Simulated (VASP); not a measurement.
Wanted: the native input for a VASP 6.6.1 run.

| Property | Result |
| --- | --- |
| Task | relaxation of cell and atoms |
| Functional | PBE |
| Potentials or basis | VASP PAW PBE potentials, release 64 (Ge_d, Sb, Te) |
| Cutoff | 600 eV |
| k mesh | 6 × 6 × 4 |
| Occupations | gaussian, width 0.1 eV |
| Spin | no spin polarisation |
| Dipole correction | no |
| Further INCAR settings | ALGO = Normal; EDIFF = 1e-06; IBRION = 2; EDIFFG = -0.04; NSW = 90; ISIF = 3 |

The structure of Ge2Sb2Te lies in POSCAR:

```
Ge2Sb2Te
1.0
    4.1123456300      0.0000000000      0.0000000000
   -2.0561728200      3.5613957900      0.0000000000
    0.0000000000      0.0000000000      7.3694128500
Ge Sb Te
2 2 1
Direct
    0.6666666700      0.3333333300      0.8006809900
    0.3333333300      0.6666666700      0.1993190100
    0.6666666700      0.3333333300      0.3537370000
    0.3333333300      0.6666666700      0.6462630000
    0.0000000000      0.0000000000      0.0000000000
```

The input as run:

INCAR

```
  PREC = Accurate
  ENCUT = 600
  EDIFF = 1E-6
  ISMEAR = 0
  SIGMA = 0.1
  LREAL = F
  LASPH = T
  NELM = 80
  ALGO = Normal
  ISIF = 3
  LWAVE = F
  LCHARG = F
  GGA = PE
  IBRION = 2
  NSW = 90
  EDIFFG = -0.04
```

KPOINTS

```
regular mesh
0
Gamma
  6 6 4
```

Potentials or basis: VASP PAW PBE potentials, release 64 (Ge_d, Sb, Te).

Run with:

```sh
$ cat potpaw_PBE.64/Ge_d/POTCAR potpaw_PBE.64/Sb/POTCAR potpaw_PBE.64/Te/POTCAR > POTCAR
$ mpirun -np 1 vasp_std > vasp.out
```

It gave:

| Property | Result |
| --- | --- |
| Relaxed volume | 26.55 Å³/atom |
| Relaxed cell | a = 4.077 Å, b = 4.077 Å, c = 9.225 Å, α = 90.00°, β = 90.00°, γ = 120.00° |
| Space group after relaxing (to 0.05 Å) | P-3m1 (No. 164) |
| Energy gained by relaxing | 418.1 meV/atom |
| Ionic steps | 14 |
| Pressure after relaxing | 0.1 GPa |
| Largest force after relaxing | 0.032 eV/Å |
| Band gap on the k mesh | zero (band 22 reaches 7.39 eV, above the bottom of band 23 at 5.67 eV) |

Caveat: the volume moved by over 15 % at a fixed basis, so the end points are rough; spin-orbit coupling is left out, which moves the levels of the heavy elements.

Wall time 14 min on 1 thread of Intel Xeon 6975P-C, on a shared host, peak memory 0.34 GiB.
